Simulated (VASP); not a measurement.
A run of VASP 6.6.1 is set up as follows.

File INCAR:

```
SYSTEM = Ir
PREC     = Accurate       ! precision mode
ENCUT    = 600            ! plane-wave cutoff, eV
EDIFF    = 1E-6           ! SCF threshold, eV
ISMEAR   = 0              ! smearing method
SIGMA    = 0.1            ! smearing width, eV
LREAL    = .False.        ! projectors in reciprocal space
LASPH    = .True.         ! aspherical terms in the spheres
NELM     = 100            ! most SCF steps
ALGO     = Fast           ! electronic algorithm
ISIF     = 3              ! what is computed and relaxed
LWAVE    = .False.        ! write WAVECAR
LCHARG   = .False.        ! write CHGCAR
GGA      = PS             ! functional
IBRION   = 2              ! ionic algorithm
NSW      = 80             ! ionic steps
EDIFFG   = -0.015         ! ionic threshold
```

File KPOINTS:

```
regular mesh
0
Gamma
  12 12 6
  0 0 0
```

File POSCAR:

```
Ir
1.0
    4.3363662658      0.0000000000      0.0000000000
   -2.1681831329     -3.7554033463      0.0000000000
    0.0000000000      0.0000000000     -5.3354867401
Ir
6
Direct
    0.3333333333      0.6666666667      0.2500000000
    0.3333333333      0.6666666667      0.7500000000
    0.6666666667      0.3333333333      0.2500000000
    0.6666666667      0.3333333333      0.7500000000
    0.0000000000      0.0000000000      0.5000000000
    0.0000000000      0.0000000000      0.0000000000
```

Potentials or basis: VASP PAW PBE potentials, release 64 (Ir).

Run with:

```console
$ cat potpaw_PBE.64/Ir/POTCAR > POTCAR
$ mpirun -np 1 vasp_std > vasp.out
```

Task: What does it give for the relaxed volume?

Result: 14.51 Å³/atom.

Task: What does it give for the space group after relaxing (to 0.1 Å)?

Result: P6/mmm (No. 191).

Task: What does it give for the relaxed cell?

Result: a = 4.338 Å, b = 4.338 Å, c = 5.344 Å, α = 90.00°, β = 90.00°, γ = 120.00°.

Step by step:
```
step  energy change (eV)  largest force (eV/Å)  pressure (GPa)  volume (Å³)
   1              0.0000                0.0000            0.86        86.89
   2              0.0069                0.0000           -3.06        87.87
   3             -0.0006                0.0000           -0.07        87.10
   4             -0.0006                0.0000            0.00        87.10
   5             -0.0006                0.0000            0.07        87.08
   6             -0.0007                0.0000            0.03        87.09
```

Caveat: the PAW data sets were made with another functional, which shifts forces and pressure a little.
